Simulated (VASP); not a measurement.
# GeS3 (Im-3m) in VASP: notebook, part 2 of 3

VASP 6.6.1.

**3. Single point, PBE**

This run uses another cell than the first one, of 22.93 Å³/atom, 1.220 times its volume.

INCAR reads:

```
SYSTEM = GeS3
PREC     = Accurate       ! precision mode
ENCUT    = 520            ! plane-wave cutoff, eV
EDIFF    = 1E-6           ! SCF threshold, eV
ISMEAR   = 0              ! smearing method
SIGMA    = 0.1            ! smearing width, eV
LREAL    = .False.        ! projectors in reciprocal space
LASPH    = .True.         ! aspherical terms in the spheres
NELM     = 100            ! most SCF steps
ALGO     = Normal         ! electronic algorithm
ISIF     = 2              ! what is computed and relaxed
LWAVE    = .False.        ! write WAVECAR
LCHARG   = .False.        ! write CHGCAR
GGA      = PE             ! functional
NBANDS   = 24             ! bands
```

KPOINTS reads:

```
Automatic mesh
0
Gamma
  4 4 4
  0 0 0
```

POSCAR reads:

```
GeS3
1.0
   -2.8408257600      2.8408257600      2.8408257600
    2.8408257600     -2.8408257600      2.8408257600
    2.8408257600      2.8408257600     -2.8408257600
Ge S
1 3
Direct
    0.0000000000      0.0000000000      0.0000000000
    0.0000000000      0.5000000000      0.5000000000
    0.5000000000      0.0000000000      0.5000000000
    0.5000000000      0.5000000000      0.0000000000
```

Potentials or basis: VASP PAW PBE potentials, release 64 (Ge_d, S).

Command:

```bash
cat potpaw_PBE.64/Ge_d/POTCAR potpaw_PBE.64/S/POTCAR > POTCAR
mpirun -np 1 vasp_std > vasp.out
```

OUTCAR:

```text
SYSTEM = GeS3
   PREC = Accurate
   ENCUT = 520
   EDIFF = 1E-6
   ISMEAR = 0
   LREAL = .False.
   LASPH = .True.
   NELM = 100
   ISIF = 2
   GGA = PE

 ion  position               nearest neighbor table
   1  0.000  0.000  0.000-   2 2.84   3 2.84   4 2.84   2 2.84   3 2.84   4 2.84
   2  0.000  0.500  0.500-   1 2.84   1 2.84
   3  0.500  0.000  0.500-   1 2.84   1 2.84
   4  0.500  0.500  0.000-   1 2.84   1 2.84

  LATTYP: Found a body centered cubic cell.
 ALAT       =     5.6816515200

  Lattice vectors:

 A1 = (  -2.8408257600,   2.8408257600,   2.8408257600)
 A2 = (   2.8408257600,  -2.8408257600,   2.8408257600)
 A3 = (   2.8408257600,   2.8408257600,  -2.8408257600)

Analysis of symmetry for initial positions (statically):
=====================================================================
 Subroutine PRICEL returns:
 Original cell was already a primitive cell.

 Routine SETGRP: Setting up the symmetry group for a
 body centered cubic supercell.

 Subroutine GETGRP returns: Found 48 space group operations
 (whereof 48 operations were pure point group operations)
 out of a pool of 48 trial point group operations.

The static configuration has the point symmetry O_h .

Analysis of symmetry for dynamics (positions and initial velocities):
=====================================================================
 Subroutine PRICEL returns:
 Original cell was already a primitive cell.

 Routine SETGRP: Setting up the symmetry group for a
 body centered cubic supercell.

 Subroutine GETGRP returns: Found 48 space group operations
 (whereof 48 operations were pure point group operations)
 out of a pool of 48 trial point group operations.

The dynamic configuration has the point symmetry O_h .

 Subroutine INISYM returns: Found 48 space group operations
 (whereof 48 operations are pure point group operations),
 and found     1 'primitive' translations

----------------------------------------------------------------------------------------

                                     Primitive cell

  volume of cell :      91.7052

  direct lattice vectors                    reciprocal lattice vectors
    -2.840825760  2.840825760  2.840825760     0.000000000  0.176005163  0.176005163
     2.840825760 -2.840825760  2.840825760     0.176005163  0.000000000  0.176005163
     2.840825760  2.840825760 -2.840825760     0.176005163  0.176005163  0.000000000

  length of vectors
     4.920454552  4.920454552  4.920454552     0.248908888  0.248908888  0.248908888

  position of ions in fractional coordinates (direct lattice)
     0.000000000  0.000000000  0.000000000
     0.000000000  0.500000000  0.500000000
     0.500000000  0.000000000  0.500000000
     0.500000000  0.500000000  0.000000000

  ion indices of the primitive-cell ions
   primitive index   ion index
                 1           1
                 2           2
                 3           3
                 4           4

----------------------------------------------------------------------------------------

 KPOINTS: Automatic mesh

Automatic generation of k-mesh.
 Grid dimensions read from file:
 generate k-points for:    4    4    4

 Generating k-lattice:

  Cartesian coordinates                     Fractional coordinates (reciprocal lattice)
     0.000000000  0.044001291  0.044001291     0.250000000  0.000000000  0.000000000
     0.044001291  0.000000000  0.044001291     0.000000000  0.250000000  0.000000000
     0.044001291  0.044001291  0.000000000     0.000000000  0.000000000  0.250000000

  Length of vectors
     0.062227222  0.062227222  0.062227222

  Shift w.r.t. Gamma in fractional coordinates (k-lattice)
     0.000000000  0.000000000  0.000000000

 Subroutine IBZKPT returns following result:
 ===========================================

 Found      8 irreducible k-points:

 Following reciprocal coordinates:
            Coordinates               Weight
  0.000000  0.000000  0.000000      1.000000
  0.250000  0.000000  0.000000     12.000000
  0.500000  0.000000  0.000000      6.000000
  0.250000  0.250000  0.000000     24.000000
  0.250000  0.250000  0.250000      2.000000
 -0.250000  0.250000  0.250000      6.000000
  0.500000  0.500000  0.250000     12.000000
  0.500000  0.500000  0.500000      1.000000
   k-points           NKPTS =      8   k-points in BZ     NKDIM =      8   number of bands    NBANDS=     24
   number of dos      NEDOS =    301   number of ions     NIONS =      4
   total plane-waves  NPLWV =  64000
   dimension x,y,z NGX =    40 NGY =   40 NGZ =   40
   dimension x,y,z NGXF=    80 NGYF=   80 NGZF=   80
   ions per type =               1   3
   NGX,Y,Z   is equivalent  to a cutoff of  13.51, 13.51, 13.51 a.u.
   NGXF,Y,Z  is equivalent  to a cutoff of  27.03, 27.03, 27.03 a.u.
 SYSTEM =  GeS3
   PREC   = accura    normal or accurate (medium, high low for compatibility)
   ISTART =      0    job   : 0-new  1-cont  2-samecut
   ICHARG =      2    charge: 1-file 2-atom 10-const
   ISPIN  =      1    spin polarized calculation?
   LNONCOLLINEAR =      F non collinear calculations
   LSORBIT =      F    spin-orbit coupling
   LASPH  =      T    aspherical Exc in radial PAW
   ENCUT  =  520.0 eV  38.22 Ry    6.18 a.u.   9.15  9.15  9.15*2*pi/ulx,y,z
   NELM   =    100;   NELMIN=  2; NELMDL= -5     # of ELM steps
   EDIFF  = 0.1E-05   stopping-criterion for ELM
   LREAL  =      F    real-space projection
   EDIFFG = 0.1E-04   stopping-criterion for IOM
   NSW    =      0    number of steps for IOM
   IBRION =     -1    ionic relax: 0-MD 1-quasi-New 2-CG
   NFREE  =      0    steps in history (QN), initial steepest desc. (CG)
   ISIF   =      2    stress and relaxation
   ISYM   =      2    0-nonsym 1-usesym 2-fastsym
   POTIM  = 0.5000    time-step for ionic-motion
   TEBEG  =    0.0;   TEEND  =   0.0 temperature during run
   PSTRESS=    0.0 pullay stress
   NELECT =      32.0000    total number of electrons
   NUPDOWN=      -1.0000    fix difference up-down
   EMIN   =  10.00;   EMAX   =-10.00  energy-range for DOS
   EFERMI =   0.00;   METHOD = LEGACY
   ISMEAR =     0;   SIGMA  =   0.10  broadening in eV -4-tet -1-fermi 0-gaus
   EFERMI_NEDOS =   21; number of points for ismear=-14 and -15
   IALGO  =     38    algorithm
   IMIX   =      4    mixing-type and parameters
     AMIX     =   0.40;   BMIX     =  1.00
     AMIX_MAG =   1.60;   BMIX_MAG =  1.00
  volume/ion in A,a.u.               =      22.93       154.71
  Fermi-wavevector in a.u.,A,eV,Ry     =   1.152551  2.178006 18.073629  1.328374
  Thomas-Fermi vector in A             =   2.289201
   LORBIT       =      0    0 simple, 1 ext, 2 COOP (PROOUT), +10 PAW based schemes
   GGA     = PE    functional components
   LHFCALC =     F    Hartree Fock is set to
   AEXX    =    0.0000 exact exchange contribution
   IVDW    =     0    specifies the selected vdW correction
   LEPSILON=     F    determine dielectric tensor
   LRPA    =     F    only Hartree local field effects (RPA)
 non-spin polarized calculation
 Gauss-broadening in eV      SIGMA  =   0.10
  energy-cutoff  :      520.00
  volume of cell :       91.71
 maximum number of plane-waves:      2491
 NGX is ok and might be reduce to    40
   NGX = 19   NGY = 19   NGZ = 19

 number of electron      31.9999984 magnetization

 Free energy of the ion-electron system (eV)
  ---------------------------------------------------
  ext. energy  EPLUGINS =         0.00000000
  ---------------------------------------------------
  free energy    TOTEN  =       -15.13445369 eV

  energy without entropy =      -15.11473935  energy(sigma->0) =      -15.12459652

 E-fermi :   4.0193     XC(G=0):  -9.4557

 val. band max:        4.0029137242   @ k =   0.2500   0.0000   0.0000
 cond. band min:       4.2429337533   @ k =   0.2500   0.2500   0.0000
 fundamental gap:      0.2400200291
 Fermi energy:         4.0193380465

 k-point     1 :       0.0000    0.0000    0.0000
  band No.  band energies     occupation
      1     -21.0297      2.00000
      2     -21.0297      2.00000
      3     -21.0285      2.00000
      4     -21.0285      2.00000
      5     -21.0285      2.00000
      6     -10.4141      2.00000
[... 205 lines left out ...]
     23      10.5895      0.00000
     24      10.5895      0.00000

------------------------ aborting loop because EDIFF is reached ----------------------------------------

  FORCE on cell =-STRESS in cart. coord.  units (eV):
  Direction    XX          YY          ZZ          XY          YZ          ZX
  --------------------------------------------------------------------------------------
  -------------------------------------------------------------------------------------
  Total       -4.7521690     -4.7521690     -4.7521690     -0.0000000     -0.0000000     -0.0000000
  in kB      -83.0249597    -83.0249597    -83.0249597     -0.0000000     -0.0000000     -0.0000000
  external PRESSURE =     -83.0249597 kB  Pullay stress =       0.0000000 kB

 VOLUME and BASIS-vectors are now :
 -----------------------------------------------------------------------------
  energy-cutoff  :      520.00
  volume of cell :       91.71
      direct lattice vectors                 reciprocal lattice vectors
    -2.840825760  2.840825760  2.840825760     0.000000000  0.176005163  0.176005163
     2.840825760 -2.840825760  2.840825760     0.176005163  0.000000000  0.176005163
     2.840825760  2.840825760 -2.840825760     0.176005163  0.176005163  0.000000000

 POSITION                                       TOTAL-FORCE (eV/Angst)
 -----------------------------------------------------------------------------------
      0.00000      0.00000      0.00000        -0.000000      0.000000      0.000000
      2.84083      0.00000      0.00000        -0.000000      0.000000     -0.000000
      0.00000      2.84083      0.00000        -0.000000      0.000000      0.000000
      0.00000      0.00000      2.84083         0.000000     -0.000000      0.000000
 -----------------------------------------------------------------------------------
    total drift:                               -0.000000     -0.000000      0.000000

  FREE ENERGIE OF THE ION-ELECTRON SYSTEM (eV)
  ---------------------------------------------------
  free  energy   TOTEN  =       -15.1344536938 eV

  energy  without entropy=      -15.1147393515  energy(sigma->0) =      -15.12459652
```

It took 32 s on 1 thread of Intel Xeon 8259CL, shared host; peak memory 0.23 GiB.

Results:

```yaml
Free_energy: -15.1345 eV
Pressure: -8.3 GPa
Band_gap_on_the_k_mesh: zero (band 16 reaches 5.65 eV, above the bottom of band 17 at 2.03 eV)
```

Levels at points of the mesh, in eV from the Fermi level:
```
           k point  band 14  band 15  band 16  band 17  band 18  band 19
(0.00, 0.00, 0.00)    -3.59    -3.59     1.28     1.28     1.28     3.87
(0.50, 0.00, 0.00)    -2.18    -2.07    -1.32    -0.29     1.33     1.52
(0.50, 0.50, 0.50)    -2.53    -2.53     1.63     1.63     1.63     4.95
```

Caveat: the k points lie up to 0.39 Å⁻¹ apart.

[end of part 2 of 3]
